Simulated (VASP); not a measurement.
# FeSi31 (a cell with a defect) in VASP: a series of runs

The runs below take FeSi31 (a cell with a defect) through single point, with PBEsol.

All numbers are computed with VASP 6.6.1; they aren't measurements. Logs are shortened: lines on timing, memory, paths and dates and some standing lists are left out, and cuts for length are marked.

### 1 The cell of the first run

The cell holds a defect, 32 atoms: a = 9.412 Å, b = 9.412 Å, c = 9.412 Å, α = 109.47°, β = 109.47°, γ = 109.47°.

### 2 Single point, PBEsol, collinear spin, ferromagnetic start

INCAR reads:

```
SYSTEM = FeSi31
ALGO     = Normal         ! electronic algorithm
EDIFF    = 1E-7           ! SCF threshold, eV
ENCUT    = 520            ! plane-wave cutoff, eV
GGA      = PS             ! functional
ISIF     = 2              ! what is computed and relaxed
ISMEAR   = 0              ! smearing method
ISPIN    = 2              ! spin polarisation
LASPH    = .True.         ! aspherical terms in the spheres
LCHARG   = .True.         ! write CHGCAR
LELF     = .True.         ! ELF
LMAXMIX  = 4              ! l up to which the mixer works
LORBIT   = 11             ! projections on sites
LREAL    = Auto         
LVHAR    = .True.       
LWAVE    = .False.        ! write WAVECAR
MAGMOM   = 4 0 0 0 0 0 0 0 0 0 0 0 0 0 0 0 0 0 0 0 0 0 0 0 0 0 0 0 0 0 0 0 ! initial moments
NBANDS   = 92             ! bands
NELECT   = 133.0        
NELM     = 150            ! most SCF steps
PREC     = Accurate       ! precision mode
SIGMA    = 0.02           ! smearing width, eV
```

KPOINTS reads:

```
k-points
0
Gamma
  3 3 3
  0 0 0
```

POSCAR reads:

```
FeSi31
1.0
   -5.4338341610      5.4338341610      5.4338341610
    5.4338341610     -5.4338341610      5.4338341610
    5.4338341610      5.4338341610     -5.4338341610
Fe Si
1 31
Direct
    0.2500000000      0.5000000000      0.0000000000
    0.2500000000      0.7492088499      0.7524433794
    0.2500000000      0.0000000000      0.5000000000
    0.4992088499      0.2524433794      0.0000000000
    0.2500000000      0.2524433794      0.2492088499
    0.4992088499      0.5000000000      0.7524433794
    0.4975566206      0.7475566206      0.4967654705
    0.7500000000      0.0000000000      0.0000000000
    0.4975566206     -0.0032345295      0.2475566206
    0.7532345295      0.2507911501      0.7507911501
    0.7500000000      0.5000000000      0.5000000000
    0.0024433794      0.7492088499      0.0000000000
    0.7467654705      0.7475566206      0.2475566206
    0.0007911501      0.0032345295      0.7507911501
    0.0007911501      0.2507911501      0.5032345295
    0.0024433794      0.5000000000      0.2492088499
    0.0139121958      0.2639121958      0.7639121958
    0.0007375741      0.5000000000      0.4998388660
   -0.0008987082      0.7492624259      0.2492624259
    0.2500000000     -0.0001611340      0.7507375741
    0.0007375741     -0.0001611340      0.0000000000
    0.2500000000      0.2507375741      0.4998388660
    0.2500000000      0.5000000000      0.2360878042
    0.4992624259      0.7492624259      0.7491012918
    0.2500000000      0.7360878042      0.0000000000
    0.5008987082      0.0001611340      0.5001611340
    0.4992624259      0.2491012918      0.2492624259
    0.7498388660      0.5000000000      0.7507375741
    0.4860878042      0.5000000000      0.0000000000
    0.7501611340      0.7508987082      0.5001611340
    0.7501611340      0.0001611340      0.2508987082
    0.7498388660      0.2507375741      0.0000000000
```

Potentials or basis: VASP PAW PBE potentials, release 64 (Fe, Si).

Run with:

```console
$ cat potpaw_PBE.64/Fe/POTCAR potpaw_PBE.64/Si/POTCAR > POTCAR
$ mpirun -np 1 vasp_std > vasp.out
```

OUTCAR:

```text
SYSTEM = FeSi31
   EDIFF = 1E-7
   ENCUT = 520
   GGA = PS
   ISIF = 2
   ISMEAR = 0
   ISPIN = 2
   LASPH = .True.
   LORBIT = 11
   LREAL = Auto
   NELECT = 133.0
   NELM = 150
   PREC = Accurate

 ion  position               nearest neighbor table
   1  0.250  0.500  0.000-  17 2.22  23 2.22  25 2.22  29 2.22
   2  0.250  0.749  0.752-  18 2.36  24 2.36  20 2.36  25 2.37
   3  0.250  0.000  0.500-  20 2.36  22 2.36  19 2.36  26 2.36
   4  0.499  0.252  0.000-  20 2.36  27 2.36  32 2.36  29 2.37
   5  0.250  0.252  0.249-  21 2.36  27 2.36  22 2.36  23 2.37
   6  0.499  0.500  0.752-  22 2.36  24 2.36  28 2.36  29 2.37
[... 24 lines left out ...]
  31  0.750  0.000  0.251-   9 2.36  13 2.36   8 2.36  15 2.36
  32  0.750  0.251  0.000-  10 2.36  16 2.36   8 2.36   4 2.36

  LATTYP: Found a body centered cubic cell.
 ALAT       =    10.8676683220

  Lattice vectors:

 A1 = (  -5.4338341610,   5.4338341610,   5.4338341610)
 A2 = (   5.4338341610,  -5.4338341610,   5.4338341610)
 A3 = (   5.4338341610,   5.4338341610,  -5.4338341610)

Analysis of symmetry for initial positions (statically):
=====================================================================
 Subroutine PRICEL returns:
 Original cell was already a primitive cell.

 Routine SETGRP: Setting up the symmetry group for a
 body centered cubic supercell.

 Subroutine GETGRP returns: Found 24 space group operations
 (whereof  2 operations were pure point group operations)
 out of a pool of 48 trial point group operations.

The static configuration has the point symmetry C_1h.
 The point group associated with its full space group is T_d .

Analysis of symmetry for dynamics (positions and initial velocities):
=====================================================================
 Subroutine PRICEL returns:
 Original cell was already a primitive cell.

 Routine SETGRP: Setting up the symmetry group for a
 body centered cubic supercell.

 Subroutine GETGRP returns: Found 24 space group operations
 (whereof  2 operations were pure point group operations)
 out of a pool of 48 trial point group operations.

The dynamic configuration has the point symmetry C_1h.
 The point group associated with its full space group is T_d .

Analysis of structural, dynamic, and magnetic symmetry:
=====================================================================
 Subroutine PRICEL returns:
 Original cell was already a primitive cell.

 Routine SETGRP: Setting up the symmetry group for a
 body centered cubic supercell.

 Subroutine GETGRP returns: Found 24 space group operations
 (whereof  2 operations were pure point group operations)
 out of a pool of 48 trial point group operations.

The overall configuration has the point symmetry C_1h.
 The point group associated with its full space group is T_d .

 Subroutine INISYM returns: Found 24 space group operations
 (whereof  2 operations are pure point group operations),
 and found     1 'primitive' translations

----------------------------------------------------------------------------------------

                                     Primitive cell

  volume of cell :     641.7696

  direct lattice vectors                    reciprocal lattice vectors
    -5.433834161  5.433834161  5.433834161     0.000000000  0.092016058  0.092016058
     5.433834161 -5.433834161  5.433834161     0.092016058  0.000000000  0.092016058
     5.433834161  5.433834161 -5.433834161     0.092016058  0.092016058  0.000000000

  length of vectors
     9.411676847  9.411676847  9.411676847     0.130130357  0.130130357  0.130130357

  position of ions in fractional coordinates (direct lattice)
     0.250000000  0.500000000  0.000000000
     0.250000000  0.749208850  0.752443379
     0.250000000  0.000000000  0.500000000
     0.499208850  0.252443379  0.000000000
     0.250000000  0.252443379  0.249208850
     0.499208850  0.500000000  0.752443379
[... 92 lines left out ...]
  0.333333  0.333333  0.000000      8.000000
 -0.333333  0.333333  0.333333      6.000000
   k-points           NKPTS =      4   k-points in BZ     NKDIM =      4   number of bands    NBANDS=     92
   number of dos      NEDOS =    301   number of ions     NIONS =     32
   total plane-waves  NPLWV = 343000
   dimension x,y,z NGX =    70 NGY =   70 NGZ =   70
   dimension x,y,z NGXF=   140 NGYF=  140 NGZF=  140
   ions per type =               1  31
   NGX,Y,Z   is equivalent  to a cutoff of  12.36, 12.36, 12.36 a.u.
   NGXF,Y,Z  is equivalent  to a cutoff of  24.73, 24.73, 24.73 a.u.
 SYSTEM =  FeSi31
   PREC   = accura    normal or accurate (medium, high low for compatibility)
   ISTART =      0    job   : 0-new  1-cont  2-samecut
   ICHARG =      2    charge: 1-file 2-atom 10-const
   ISPIN  =      2    spin polarized calculation?
   LNONCOLLINEAR =      F non collinear calculations
   LSORBIT =      F    spin-orbit coupling
   LASPH  =      T    aspherical Exc in radial PAW
   ENCUT  =  520.0 eV  38.22 Ry    6.18 a.u.  17.50 17.50 17.50*2*pi/ulx,y,z
   NELM   =    150;   NELMIN=  2; NELMDL= -5     # of ELM steps
   EDIFF  = 0.1E-06   stopping-criterion for ELM
   LREAL  =      T    real-space projection
   EDIFFG = 0.1E-05   stopping-criterion for IOM
   NSW    =      0    number of steps for IOM
   IBRION =     -1    ionic relax: 0-MD 1-quasi-New 2-CG
   NFREE  =      0    steps in history (QN), initial steepest desc. (CG)
   ISIF   =      2    stress and relaxation
   ISYM   =      2    0-nonsym 1-usesym 2-fastsym
   POTIM  = 0.5000    time-step for ionic-motion
   TEBEG  =    0.0;   TEEND  =   0.0 temperature during run
   PSTRESS=    0.0 pullay stress
   NELECT =     133.0000    total number of electrons
   NUPDOWN=      -1.0000    fix difference up-down
   EMIN   =  10.00;   EMAX   =-10.00  energy-range for DOS
   EFERMI =   0.00;   METHOD = LEGACY
   ISMEAR =     0;   SIGMA  =   0.02  broadening in eV -4-tet -1-fermi 0-gaus
   EFERMI_NEDOS =   21; number of points for ismear=-14 and -15
   IALGO  =     38    algorithm
   IMIX   =      4    mixing-type and parameters
     AMIX     =   0.40;   BMIX     =  1.00
     AMIX_MAG =   1.60;   BMIX_MAG =  1.00
  volume/ion in A,a.u.               =      20.06       135.34
  Fermi-wavevector in a.u.,A,eV,Ry     =   0.968796  1.830759 12.769961  0.938566
  Thomas-Fermi vector in A             =   2.098795
   LORBIT       =     11    0 simple, 1 ext, 2 COOP (PROOUT), +10 PAW based schemes
   GGA     = PS    functional components
   LHFCALC =     F    Hartree Fock is set to
   AEXX    =    0.0000 exact exchange contribution
   IVDW    =     0    specifies the selected vdW correction
   LEPSILON=     F    determine dielectric tensor
   LRPA    =     F    only Hartree local field effects (RPA)
 spin polarized calculation
 Gauss-broadening in eV      SIGMA  =   0.02
  energy-cutoff  :      520.00
  volume of cell :      641.77
 maximum number of plane-waves:     17357
 NGX is ok and might be reduce to    70
   NGX = 35   NGY = 35   NGZ = 35

 number of electron     133.0000002 magnetization       0.9996269

 Free energy of the ion-electron system (eV)
  ---------------------------------------------------
  ext. energy  EPLUGINS =         0.00000000
  ---------------------------------------------------
  free energy    TOTEN  =      -179.14067921 eV

  energy without entropy =     -179.13604102  energy(sigma->0) =     -179.13836012

 E-fermi :   5.9833     XC(G=0):  -9.6015

 val. band max:        5.9803328251   @ k =   0.3333   0.3333   0.0000
 cond. band min:       5.9867267964   @ k =   0.3333   0.0000   0.0000
 fundamental gap:      0.0063939713
 Fermi energy:         5.9832867757

 spin component 1

 k-point     1 :       0.0000    0.0000    0.0000
  band No.  band energies     occupation
      1      -6.2871      1.00000
      2      -4.3490      1.00000
      3      -4.3490      1.00000
      4      -4.3253      1.00000
      5      -4.3253      1.00000
      6      -4.3253      1.00000
[... 313 lines left out ...]
     77       7.7619      0.00000
     78       7.7619      0.00000
 Fermi energy:         5.9832867757

 spin component 2

 k-point     1 :       0.0000    0.0000    0.0000
  band No.  band energies     occupation
      1      -6.2776      1.00000
      2      -4.3418      1.00000
      3      -4.3418      1.00000
      4      -4.3194      1.00000
      5      -4.3194      1.00000
      6      -4.3194      1.00000
[... 313 lines left out ...]
     77       7.8008      0.00000
     78       7.8008      0.00000
 [bands above 78 left out]

------------------------ aborting loop because EDIFF is reached ----------------------------------------

  FORCE on cell =-STRESS in cart. coord.  units (eV):
  Direction    XX          YY          ZZ          XY          YZ          ZX
  --------------------------------------------------------------------------------------
  -------------------------------------------------------------------------------------
  Total        5.7859592      5.7859592      5.7859592     -0.0000000     -0.0000000      0.0000000
  in kB       14.4446432     14.4446432     14.4446432     -0.0000000     -0.0000000      0.0000000
  external PRESSURE =      14.4446432 kB  Pullay stress =       0.0000000 kB

 VOLUME and BASIS-vectors are now :
 -----------------------------------------------------------------------------
  energy-cutoff  :      520.00
  volume of cell :      641.77
      direct lattice vectors                 reciprocal lattice vectors
    -5.433834161  5.433834161  5.433834161     0.000000000  0.092016058  0.092016058
     5.433834161 -5.433834161  5.433834161     0.092016058  0.000000000  0.092016058
     5.433834161  5.433834161 -5.433834161     0.092016058  0.092016058  0.000000000

 POSITION                                       TOTAL-FORCE (eV/Angst)
 -----------------------------------------------------------------------------------
      1.35846     -1.35846      4.07538         0.000000      0.000000     -0.000000
      6.80127      1.37603      1.34088         0.001371     -0.000231      0.000231
      1.35846      4.07538     -1.35846         0.000000      0.000000     -0.000000
     -1.34088      1.34088      4.08435        -0.000231      0.000231      0.001371
      1.36744      1.34088      1.37603         0.001371      0.000231     -0.000231
      4.09295      4.08435      1.34088        -0.000231      0.001371      0.000231
[... 24 lines left out ...]
     -2.71203      5.43872      2.71378        -0.000604     -0.000604     -0.001784
     -2.71203      2.71203      5.43697        -0.000604      0.000604      0.001784
 -----------------------------------------------------------------------------------
    total drift:                               -0.000005     -0.000005     -0.000005

  FREE ENERGIE OF THE ION-ELECTRON SYSTEM (eV)
  ---------------------------------------------------
  free  energy   TOTEN  =      -179.1406792136 eV

  energy  without entropy=     -179.1360410193  energy(sigma->0) =     -179.13836012

 total charge

# of ion       s       p       d       tot
------------------------------------------
    1        0.529   0.446   6.552   7.527
    2        0.760   0.927   0.000   1.687
    3        0.757   0.933   0.000   1.690
    4        0.760   0.927   0.000   1.687
    5        0.760   0.927   0.000   1.687
    6        0.760   0.927   0.000   1.687
[... 24 lines left out ...]
   31        0.756   0.934   0.000   1.691
   32        0.756   0.934   0.000   1.691
--------------------------------------------------
tot         24.098  29.234   6.552  59.884

 magnetization (x)

# of ion       s       p       d       tot
------------------------------------------
    1        0.006   0.036   0.600   0.642
    2        0.001   0.001   0.000   0.003
    3        0.002   0.001   0.000   0.003
    4        0.001   0.001   0.000   0.003
    5        0.001   0.001   0.000   0.003
    6        0.001   0.001   0.000   0.003
[... 24 lines left out ...]
   31        0.001   0.001   0.000   0.002
   32        0.001   0.001   0.000   0.002
--------------------------------------------------
tot          0.039   0.036   0.600   0.676
```

It took 49 min on 1 thread of AMD EPYC 9755, shared host; peak memory 1 GiB.

What came out:

```
Free energy                                           : -179.1407 eV
Largest force                                         : 0.014 eV/Å
Net moment                                            : 1.00 μB per cell
Site moments                                          : Fe +0.64; Si +0.00, -0.01 (each value once) μB
Valence electrons inside the program's atomic spheres : Fe 7.53; Si 1.69
```

Forces in eV/Å, atoms in the order of the input:
```
Fe   0.000  0.000  0.000
Si   0.001  0.000  0.000
Si   0.000  0.000  0.000
Si   0.000  0.000  0.001
Si   0.001  0.000  0.000
Si   0.000  0.001  0.000
Si   0.000  0.000 -0.001
Si   0.000  0.000  0.000
Si   0.000 -0.001  0.000
Si  -0.001  0.000  0.000
Si   0.000  0.000  0.000
Si   0.000  0.000  0.001
Si  -0.001  0.000  0.000
Si   0.000 -0.001  0.000
Si   0.000  0.000 -0.001
Si   0.000  0.001  0.000
Si  -0.008 -0.008 -0.008
Si   0.001  0.002 -0.001
Si  -0.002  0.001  0.001
Si   0.002 -0.001  0.001
Si   0.001 -0.001  0.002
Si   0.002  0.001 -0.001
Si   0.008  0.008 -0.008
Si   0.001  0.001 -0.002
Si   0.008 -0.008  0.008
Si  -0.002 -0.001 -0.001
Si   0.001 -0.002  0.001
Si  -0.001  0.002  0.001
Si  -0.008  0.008  0.008
Si  -0.001 -0.002 -0.001
Si  -0.001 -0.001 -0.002
Si  -0.001  0.001  0.002
```

Caveat: the cell carries a net charge on a neutralising background, which shifts energy and pressure; the cell is charged against a uniform background, so pressure and absolute levels hang on convention; the PAW data sets were made with another functional, which shifts forces and pressure a little.

### 3 Single point, PBEsol, collinear spin, ferromagnetic start

INCAR reads:

```
ALGO = Normal ; EDIFF = 1E-6
ENCUT = 520 ; GGA = PS
ISIF = 2 ; ISMEAR = 0
ISPIN = 2 ; LASPH = T
LCHARG = F ; LMAXMIX = 4
LORBIT = 11 ; LREAL = Auto
LWAVE = F ; MAGMOM = 4 0 0 0 0 0 0 0 0 0 0 0 0 0 0 0 0 0 0 0 0 0 0 0 0 0 0 0 0 0 0 0
NBANDS = 92 ; NELECT = 131.0
NELM = 150 ; PREC = Accurate
SIGMA = 0.02
```

KPOINTS reads:

```
k-points
0
Gamma
  3 3 3
```

POSCAR reads:

```
FeSi31
1.0
   -5.4338341610      5.4338341610      5.4338341610
    5.4338341610     -5.4338341610      5.4338341610
    5.4338341610      5.4338341610     -5.4338341610
Fe Si
1 31
Direct
    0.2500000000      0.5000000000      0.0000000000
    0.2500000000      0.7481159256      0.7510718242
    0.2500000000      0.0000000000      0.5000000000
    0.4981159256      0.2510718242      0.0000000000
    0.2500000000      0.2510718242      0.2481159256
    0.4981159256      0.5000000000      0.7510718242
    0.4989281758      0.7489281758      0.4970441014
    0.7500000000      0.0000000000      0.0000000000
    0.4989281758     -0.0029558986      0.2489281758
    0.7529558986      0.2518840744      0.7518840744
    0.7500000000      0.5000000000      0.5000000000
    0.0010718242      0.7481159256      0.0000000000
    0.7470441014      0.7489281758      0.2489281758
    0.0018840744      0.0029558986      0.7518840744
    0.0018840744      0.2518840744      0.5029558986
    0.0010718242      0.5000000000      0.2481159256
    0.0124748860      0.2624748860      0.7624748860
    0.0008890304      0.5000000000      0.4991540271
   -0.0017350033      0.7491109696      0.2491109696
    0.2500000000     -0.0008459729      0.7508890304
    0.0008890304     -0.0008459729      0.0000000000
    0.2500000000      0.2508890304      0.4991540271
    0.2500000000      0.5000000000      0.2375251140
    0.4991109696      0.7491109696      0.7482649967
    0.2500000000      0.7375251140      0.0000000000
    0.5017350033      0.0008459729      0.5008459729
    0.4991109696      0.2482649967      0.2491109696
    0.7491540271      0.5000000000      0.7508890304
    0.4875251140      0.5000000000      0.0000000000
    0.7508459729      0.7517350033      0.5008459729
    0.7508459729      0.0008459729      0.2517350033
    0.7491540271      0.2508890304      0.0000000000
```

Potentials or basis: VASP PAW PBE potentials, release 64 (Fe, Si).

Run with:

```console
$ cat potpaw_PBE.64/Fe/POTCAR potpaw_PBE.64/Si/POTCAR > POTCAR
$ mpirun -np 1 vasp_std > vasp.out
```

Wall time 30 min (1 thread of Oxide Virtual Turin-like, shared host); peak memory 1 GiB.

It converged, with:

```
Free energy                                           : -190.4337 eV
Largest force                                         : 0.017 eV/Å
Net moment                                            : 0.00 μB per cell
Valence electrons inside the program's atomic spheres : Fe 7.46; Si 1.67
```

Forces on the atoms (eV/Å):
```
Fe   0.000  0.000  0.000
Si   0.016 -0.003  0.003
Si   0.000  0.000  0.000
Si  -0.003  0.003  0.016
Si   0.016  0.003 -0.003
Si  -0.003  0.016  0.003
Si   0.003  0.003 -0.016
Si   0.000  0.000  0.000
Si   0.003 -0.016  0.003
Si  -0.016 -0.003 -0.003
Si   0.000  0.000  0.000
Si   0.003 -0.003  0.016
Si  -0.016  0.003  0.003
Si  -0.003 -0.016 -0.003
Si  -0.003 -0.003 -0.016
Si   0.003  0.016 -0.003
Si  -0.004 -0.004 -0.004
Si  -0.008 -0.010  0.008
Si   0.010 -0.008 -0.008
Si  -0.010  0.008 -0.008
Si  -0.008  0.008 -0.010
Si  -0.010 -0.008  0.008
Si   0.004  0.004 -0.004
Si  -0.008 -0.008  0.010
Si   0.004 -0.004  0.004
Si   0.010  0.008  0.008
Si  -0.008  0.010 -0.008
Si   0.008 -0.010 -0.008
Si  -0.004  0.004  0.004
Si   0.008  0.010  0.008
Si   0.008  0.008  0.010
Si   0.008 -0.008 -0.010
```

Levels at points of the mesh, in eV from the Fermi level:
Spin up:
```csv
k point,band 62,band 63,band 64,band 65,band 66,band 67,band 68,band 69
"(0.00, 0.00, 0.00)",-0.16,-0.16,0.00,0.00,0.00,1.21,1.21,1.21
```
Spin down:
```tsv
k point	band 63	band 64	band 65	band 66	band 67	band 68	band 69	band 70
(0.00, 0.00, 0.00)	-0.16	0.00	0.00	0.00	1.21	1.21	1.21	1.34
```

Caveat: the cell carries a net charge on a neutralising background, which shifts energy and pressure; the cell is charged against a uniform background, so pressure and absolute levels hang on convention; the moments typed at the start vanished in this run; the PAW data sets were made with another functional, which shifts forces and pressure a little.
